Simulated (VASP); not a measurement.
# Rh (Fm-3m) in VASP: a series of runs

The runs below take Rh through single point, with PBE.

Everything below comes from runs of VASP 6.6.1. Logs are shortened: lines on timing, memory, paths and dates and some standing lists are left out, and cuts for length are marked.

## Step 1: The cell of the first run

Symmetry: Fm-3m, No. 225, cubic system. The conventional cell has a = 3.978 Å, b = 3.978 Å, c = 3.978 Å, α = 90.00°, β = 90.00°, γ = 90.00°. Rh (site symmetry m-3m) has 12 Rh at 2.81 Å within 3.7 Å.

## Step 2: Single point, PBE, collinear spin, ferromagnetic start (15.74 Å³/atom)

Contents of INCAR:

```
SYSTEM = Rh
PREC = Accurate
ENCUT = 520
EDIFF = 1E-6
ISMEAR = -1
SIGMA = 0.05
LREAL = .False.
LASPH = .True.
NELM = 150
ALGO = Normal
ISIF = 2
LWAVE = .False.
LCHARG = .True.
ISPIN = 2
MAGMOM = 1
LORBIT = 11
LMAXMIX = 4
GGA = PE
LELF = .True.
LVHAR = .True.
NBANDS = 18
```

Contents of KPOINTS:

```
Automatic mesh
0
Gamma
  23 23 23
  0 0 0
```

Contents of POSCAR:

```
Rh
1.0
    0.0000000000      1.9889556428      1.9889556428
    1.9889556428      0.0000000000      1.9889556428
    1.9889556428      1.9889556428      0.0000000000
Rh
1
Direct
    0.0000000000      0.0000000000      0.0000000000
```

Potentials or basis: VASP PAW PBE potentials, release 64 (Rh_pv).

Started as:

```bash
$ cat potpaw_PBE.64/Rh_pv/POTCAR > POTCAR
$ mpirun -np 1 vasp_std > vasp.out
```

OUTCAR:

```text
SYSTEM = Rh
   PREC = Accurate
   ENCUT = 520
   EDIFF = 1E-6
   ISMEAR = -1
   LREAL = .False.
   LASPH = .True.
   NELM = 150
   ISIF = 2
   ISPIN = 2
   LORBIT = 11
   GGA = PE

 ion  position               nearest neighbor table
   1  0.000  0.000  0.000-

  LATTYP: Found a face centered cubic cell.
 ALAT       =     3.9779112856

  Lattice vectors:

 A1 = (   0.0000000000,   1.9889556428,   1.9889556428)
 A2 = (   1.9889556428,   0.0000000000,   1.9889556428)
 A3 = (   1.9889556428,   1.9889556428,   0.0000000000)

Analysis of symmetry for initial positions (statically):
=====================================================================
 Subroutine PRICEL returns:
 Original cell was already a primitive cell.

 Routine SETGRP: Setting up the symmetry group for a
 face centered cubic supercell.

 Subroutine GETGRP returns: Found 48 space group operations
 (whereof 48 operations were pure point group operations)
 out of a pool of 48 trial point group operations.

The static configuration has the point symmetry O_h .

Analysis of symmetry for dynamics (positions and initial velocities):
=====================================================================
 Subroutine PRICEL returns:
 Original cell was already a primitive cell.

 Routine SETGRP: Setting up the symmetry group for a
 face centered cubic supercell.

 Subroutine GETGRP returns: Found 48 space group operations
 (whereof 48 operations were pure point group operations)
 out of a pool of 48 trial point group operations.

The dynamic configuration has the point symmetry O_h .

Analysis of structural, dynamic, and magnetic symmetry:
=====================================================================
 Subroutine PRICEL returns:
 Original cell was already a primitive cell.

 Routine SETGRP: Setting up the symmetry group for a
 face centered cubic supercell.

 Subroutine GETGRP returns: Found 48 space group operations
 (whereof 48 operations were pure point group operations)
 out of a pool of 48 trial point group operations.

The overall configuration has the point symmetry O_h .

 Subroutine INISYM returns: Found 48 space group operations
 (whereof 48 operations are pure point group operations),
 and found     1 'primitive' translations

----------------------------------------------------------------------------------------

                                     Primitive cell

  volume of cell :      15.7364

  direct lattice vectors                    reciprocal lattice vectors
     0.000000000  1.988955643  1.988955643    -0.251388211  0.251388211  0.251388211
     1.988955643  0.000000000  1.988955643     0.251388211 -0.251388211  0.251388211
     1.988955643  1.988955643  0.000000000     0.251388211  0.251388211 -0.251388211

  length of vectors
     2.812808045  2.812808045  2.812808045     0.435417153  0.435417153  0.435417153

  position of ions in fractional coordinates (direct lattice)
     0.000000000  0.000000000  0.000000000

  ion indices of the primitive-cell ions
   primitive index   ion index
                 1           1

----------------------------------------------------------------------------------------

 KPOINTS: Automatic mesh

Automatic generation of k-mesh.
 Grid dimensions read from file:
 generate k-points for:   23   23   23

 Generating k-lattice:

  Cartesian coordinates                     Fractional coordinates (reciprocal lattice)
    -0.010929922  0.010929922  0.010929922     0.043478261  0.000000000  0.000000000
     0.010929922 -0.010929922  0.010929922     0.000000000  0.043478261  0.000000000
     0.010929922  0.010929922 -0.010929922     0.000000000  0.000000000  0.043478261

  Length of vectors
     0.018931181  0.018931181  0.018931181

  Shift w.r.t. Gamma in fractional coordinates (k-lattice)
     0.000000000  0.000000000  0.000000000

 Subroutine IBZKPT returns following result:
 ===========================================

 Found    364 irreducible k-points:

 Following reciprocal coordinates:
            Coordinates               Weight
  0.000000  0.000000  0.000000      1.000000
  0.043478  0.000000  0.000000      8.000000
  0.086957  0.000000  0.000000      8.000000
  0.130435  0.000000  0.000000      8.000000
  0.173913  0.000000  0.000000      8.000000
  0.217391  0.000000  0.000000      8.000000
[... 16 lines left out ...]
  0.478261  0.043478  0.000000     24.000000
 -0.478261  0.043478  0.000000     24.000000
 [... further k-points ...]
   k-points           NKPTS =    364   k-points in BZ     NKDIM =    364   number of bands    NBANDS=     18
   number of dos      NEDOS =    301   number of ions     NIONS =      1
   total plane-waves  NPLWV =  13824
   dimension x,y,z NGX =    24 NGY =   24 NGZ =   24
   dimension x,y,z NGXF=    48 NGYF=   48 NGZF=   48
   ions per type =               1
   NGX,Y,Z   is equivalent  to a cutoff of  14.18, 14.18, 14.18 a.u.
   NGXF,Y,Z  is equivalent  to a cutoff of  28.37, 28.37, 28.37 a.u.
 SYSTEM =  Rh
   PREC   = accura    normal or accurate (medium, high low for compatibility)
   ISTART =      0    job   : 0-new  1-cont  2-samecut
   ICHARG =      2    charge: 1-file 2-atom 10-const
   ISPIN  =      2    spin polarized calculation?
   LNONCOLLINEAR =      F non collinear calculations
   LSORBIT =      F    spin-orbit coupling
   LASPH  =      T    aspherical Exc in radial PAW
   ENCUT  =  520.0 eV  38.22 Ry    6.18 a.u.   5.23  5.23  5.23*2*pi/ulx,y,z
   NELM   =    150;   NELMIN=  2; NELMDL= -5     # of ELM steps
   EDIFF  = 0.1E-05   stopping-criterion for ELM
   LREAL  =      F    real-space projection
[... 7 lines left out ...]
   TEBEG  =    0.0;   TEEND  =   0.0 temperature during run
   PSTRESS=    0.0 pullay stress
   NELECT =      15.0000    total number of electrons
   NUPDOWN=      -1.0000    fix difference up-down
   EMIN   =  10.00;   EMAX   =-10.00  energy-range for DOS
   EFERMI =   0.00;   METHOD = LEGACY
   ISMEAR =    -1;   SIGMA  =   0.05  broadening in eV -4-tet -1-fermi 0-gaus
   EFERMI_NEDOS =   21; number of points for ismear=-14 and -15
   IALGO  =     38    algorithm
   IMIX   =      4    mixing-type and parameters
     AMIX     =   0.40;   BMIX     =  1.00
     AMIX_MAG =   1.60;   BMIX_MAG =  1.00
  volume/ion in A,a.u.               =      15.74       106.19
  Fermi-wavevector in a.u.,A,eV,Ry     =   1.611153  3.044638 35.318199  2.595814
  Thomas-Fermi vector in A             =   2.706589
   LORBIT       =     11    0 simple, 1 ext, 2 COOP (PROOUT), +10 PAW based schemes
   GGA     = PE    functional components
   LHFCALC =     F    Hartree Fock is set to
   AEXX    =    0.0000 exact exchange contribution
   IVDW    =     0    specifies the selected vdW correction
   LEPSILON=     F    determine dielectric tensor
   LRPA    =     F    only Hartree local field effects (RPA)
 spin polarized calculation
  energy-cutoff  :      520.00
  volume of cell :       15.74
 maximum number of plane-waves:       444
 NGX is ok and might be reduce to    24
   NGX = 11   NGY = 11   NGZ = 11

 number of electron      15.0000001 magnetization      -0.0012580

 number of electron      15.0000001 magnetization       0.0003243

 Free energy of the ion-electron system (eV)
  ---------------------------------------------------
  ext. energy  EPLUGINS =         0.00000000
  ---------------------------------------------------
  free energy    TOTEN  =        -7.13694698 eV

  energy without entropy =       -7.12344193  energy(sigma->0) =       -7.13019446

 E-fermi :   9.5870     XC(G=0): -13.1770

 val. band max:        9.5861634537   @ k =   0.3913   0.2174   0.0435
 cond. band min:       9.6065720462   @ k =  -0.3043   0.0435   0.0000
 fundamental gap:      0.0204085925
 Fermi energy:         9.5870081526

 spin component 1

 k-point     1 :       0.0000    0.0000    0.0000
  band No.  band energies     occupation
      1     -36.5564      1.00000
      2     -36.5564      1.00000
      3     -36.5564      1.00000
      4       2.5984      1.00000
      5       7.0984      1.00000
      6       7.0984      1.00000
[... 10 lines left out ...]
     17      39.1692      0.00000
     18      39.1692      0.00000

 k-point     2 :       0.0435    0.0000    0.0000
  band No.  band energies     occupation
      1     -36.5650      1.00000
      2     -36.5576      1.00000
      3     -36.5576      1.00000
      4       2.6659      1.00000
      5       7.0713      1.00000
      6       7.1233      1.00000
[... 10 lines left out ...]
     17      38.9794      0.00000
     18      38.9794      0.00000

 k-point     3 :       0.0870    0.0000    0.0000
  band No.  band energies     occupation
      1     -36.5902      1.00000
      2     -36.5611      1.00000
      3     -36.5611      1.00000
      4       2.8640      1.00000
      5       6.9978      1.00000
      6       7.1924      1.00000
[... 10 lines left out ...]
     17      38.4135      0.00000
     18      38.4476      0.00000

 k-point     4 :       0.1304    0.0000    0.0000
  band No.  band energies     occupation
      1     -36.6300      1.00000
      2     -36.5667      1.00000
      3     -36.5667      1.00000
      4       3.1782      1.00000
      5       6.9015      1.00000
      6       7.2871      1.00000
[... 375 lines left out ...]
      4       4.6034      1.00000
      5       7.0548      1.00000
      6       7.1510      1.00000
[... 10 lines left out ...]
     17      38.2440      0.00000
     18      44.0753      0.00000

 k-point    23 :       0.4783    0.0435    0.0000
  band No.  band energies     occupation
      1     -37.0019      1.00000
      2     -36.6248      1.00000
      3     -36.6231      1.00000
      4       4.5742      1.00000
      5       7.0142      1.00000
      6       7.1034      1.00000
[... 10 lines left out ...]
     17      39.1749      0.00000
     18      44.7586      0.00000

 k-point    24 :      -0.4783    0.0435    0.0000
  band No.  band energies     occupation
      1     -37.0073      1.00000
      2     -36.6272      1.00000
      3     -36.6223      1.00000
      4       4.5663      1.00000
      5       7.0082      1.00000
      6       7.0866      1.00000
[... 10 lines left out ...]
     17      39.4741      0.00000
     18      45.4115      0.00000

 [... further k-points ...]

 spin component 2

 k-point     1 :       0.0000    0.0000    0.0000
  band No.  band energies     occupation
      1     -36.5560      1.00000
      2     -36.5560      1.00000
      3     -36.5560      1.00000
      4       2.5984      1.00000
      5       7.0986      1.00000
      6       7.0986      1.00000
[... 10 lines left out ...]
     17      39.1693      0.00000
     18      39.1693      0.00000

 k-point     2 :       0.0435    0.0000    0.0000
  band No.  band energies     occupation
      1     -36.5647      1.00000
      2     -36.5572      1.00000
      3     -36.5572      1.00000
      4       2.6659      1.00000
      5       7.0716      1.00000
      6       7.1236      1.00000
[... 10 lines left out ...]
     17      38.9795      0.00000
     18      38.9795      0.00000

 k-point     3 :       0.0870    0.0000    0.0000
  band No.  band energies     occupation
      1     -36.5899      1.00000
      2     -36.5608      1.00000
      3     -36.5608      1.00000
      4       2.8640      1.00000
      5       6.9980      1.00000
      6       7.1926      1.00000
[... 10 lines left out ...]
     17      38.4136      0.00000
     18      38.4476      0.00000

 k-point     4 :       0.1304    0.0000    0.0000
  band No.  band energies     occupation
      1     -36.6296      1.00000
      2     -36.5664      1.00000
      3     -36.5664      1.00000
      4       3.1781      1.00000
      5       6.9018      1.00000
      6       7.2873      1.00000
[... 375 lines left out ...]
      4       4.6035      1.00000
      5       7.0550      1.00000
      6       7.1513      1.00000
[... 10 lines left out ...]
     17      38.2440      0.00000
     18      44.0754      0.00000

 k-point    23 :       0.4783    0.0435    0.0000
  band No.  band energies     occupation
      1     -37.0016      1.00000
      2     -36.6245      1.00000
      3     -36.6227      1.00000
      4       4.5744      1.00000
      5       7.0145      1.00000
      6       7.1036      1.00000
[... 10 lines left out ...]
     17      39.1749      0.00000
     18      44.7587      0.00000

 k-point    24 :      -0.4783    0.0435    0.0000
  band No.  band energies     occupation
      1     -37.0069      1.00000
      2     -36.6268      1.00000
      3     -36.6220      1.00000
      4       4.5664      1.00000
      5       7.0084      1.00000
      6       7.0868      1.00000
[... 10 lines left out ...]
     17      39.4741      0.00000
     18      45.4170      0.00000

 [... further k-points ...]

------------------------ aborting loop because EDIFF is reached ----------------------------------------

  FORCE on cell =-STRESS in cart. coord.  units (eV):
  Direction    XX          YY          ZZ          XY          YZ          ZX
  --------------------------------------------------------------------------------------
  -------------------------------------------------------------------------------------
  Total       -2.1224319     -2.1224319     -2.1224319      0.0000000      0.0000000      0.0000000
  in kB     -216.0921803   -216.0921803   -216.0921803      0.0000000      0.0000000      0.0000000
  external PRESSURE =    -216.0921803 kB  Pullay stress =       0.0000000 kB

 VOLUME and BASIS-vectors are now :
 -----------------------------------------------------------------------------
  energy-cutoff  :      520.00
  volume of cell :       15.74
      direct lattice vectors                 reciprocal lattice vectors
     0.000000000  1.988955643  1.988955643    -0.251388211  0.251388211  0.251388211
     1.988955643  0.000000000  1.988955643     0.251388211 -0.251388211  0.251388211
     1.988955643  1.988955643  0.000000000     0.251388211  0.251388211 -0.251388211

 POSITION                                       TOTAL-FORCE (eV/Angst)
 -----------------------------------------------------------------------------------
      0.00000      0.00000      0.00000         0.000000     -0.000000      0.000000
 -----------------------------------------------------------------------------------
    total drift:                                0.000000      0.000000     -0.000000

  FREE ENERGIE OF THE ION-ELECTRON SYSTEM (eV)
  ---------------------------------------------------
  free  energy   TOTEN  =        -7.1369469839 eV

  energy  without entropy=       -7.1234419277  energy(sigma->0) =       -7.13019446

 total charge

# of ion       s       p       d       tot
------------------------------------------
    1        0.359   6.222   6.997  13.578

 magnetization (x)

# of ion       s       p       d       tot
------------------------------------------
    1       -0.000  -0.000   0.000   0.000
```

It took 60 s on 1 thread of Intel Xeon 6975P-C (Granite Rapids), shared host; peak memory 0.27 GiB.

What came out:

| Item | Value |
| --- | --- |
| Free energy | -7.1369 eV |
| Pressure | -21.6 GPa |
| Net moment | 0.00 μB per cell |
| Valence electrons inside the program's atomic spheres | Rh 13.58 |

Caveat: the cell stands under tension.

## Step 3: Single point, PBE, non-collinear spin, typed start, spin-orbit coupling

This run uses another cell than the first one, of 14.05 Å³/atom.

Contents of INCAR:

```
ALGO     = Normal         # electronic algorithm
EDIFF    = 1E-7           # SCF threshold, eV
ENCUT    = 520            # plane-wave cutoff, eV
GGA      = PE             # functional
GGA_COMPAT= F            
ISIF     = 2              # what is computed and relaxed
ISMEAR   = -1             # smearing method
LASPH    = T              # aspherical terms in the spheres
LCHARG   = F              # write CHGCAR
LMAXMIX  = 4              # l up to which the mixer works
LORBIT   = 11             # projections on sites
LORBMOM  = T            
LREAL    = F              # projectors in reciprocal space
LSORBIT  = T              # spin-orbit coupling
LWAVE    = F              # write WAVECAR
MAGMOM   = 0 0 1          # initial moments
NBANDS   = 26             # bands
NELM     = 150            # most SCF steps
PREC     = Accurate       # precision mode
SIGMA    = 0.05           # smearing width, eV
```

Contents of KPOINTS:

```
k-points
0
Gamma
  14 14 14
```

Contents of POSCAR:

```
Rh
1.0
    0.0000000000      1.9152218604      1.9152218604
    1.9152218604      0.0000000000      1.9152218604
    1.9152218604      1.9152218604      0.0000000000
Rh
1
Direct
    0.0000000000      0.0000000000      0.0000000000
```

Potentials or basis: VASP PAW PBE potentials, release 64 (Rh_pv).

Started as:

```bash
$ cat potpaw_PBE.64/Rh_pv/POTCAR > POTCAR
$ mpirun -np 1 vasp_ncl > vasp.out
```

Run time: 1.9 min. Hardware: 1 thread of Intel Xeon 6975P-C (Granite Rapids), shared host; peak memory 0.29 GiB.

Results (log left out):

```
Free energy                                           : -7.4199 eV
Pressure                                              : 0.4 GPa
Net moment                                            : 0.00 μB per cell
Valence electrons inside the program's atomic spheres : Rh 13.75
```

Moments on the atoms (μB; x, y, z):
```
Rh  0.00 0.00 0.00
```
